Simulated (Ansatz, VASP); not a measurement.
# Au: VASP beside Ansatz

```xyz
1
Lattice="0.0000 2.0148 2.1069 2.0148 0.0000 2.1069 2.0148 2.0148 0.0000" Properties=species:S:1:pos:R:3 pbc="T T T"
Au    0.0000    0.0000    0.0000
```

Change from the starting cell: strain -0.015 along x and y, +0.030 along z, atoms carried along.

Alike in both runs: task single point; functional PBEsol; k mesh 20 × 20 × 20; occupations gaussian, width 0.15 eV; no spin polarisation.

```csv
,VASP,Ansatz
version,VASP 6.6.1,Ansatz 0.2.0
potentials or method,"VASP PAW PBE potentials, release 64 (Au), cutoff 520 eV","scalar-relativistic, plane waves, PAW"
valence electrons in the cell,11,19
```

```csv
,VASP,Ansatz,Ansatz less VASP
gap on the k mesh at the Fermi level (eV),none,none,-
pressure (GPa),-1.1,-0.8,+0.29
"traceless stress, the component that is largest in VASP (GPa)",-1.04,-1.03,+0.008
```

VASP's potentials were made for PBE, not for PBEsol. A gap of «none» marks a metal or a gap that the smearing closes. VASP's potentials hold 11 valence electrons a cell and Ansatz's 19, so a difference there can come from the potentials and not from the codes.

Neither program's run includes spin-orbit coupling.
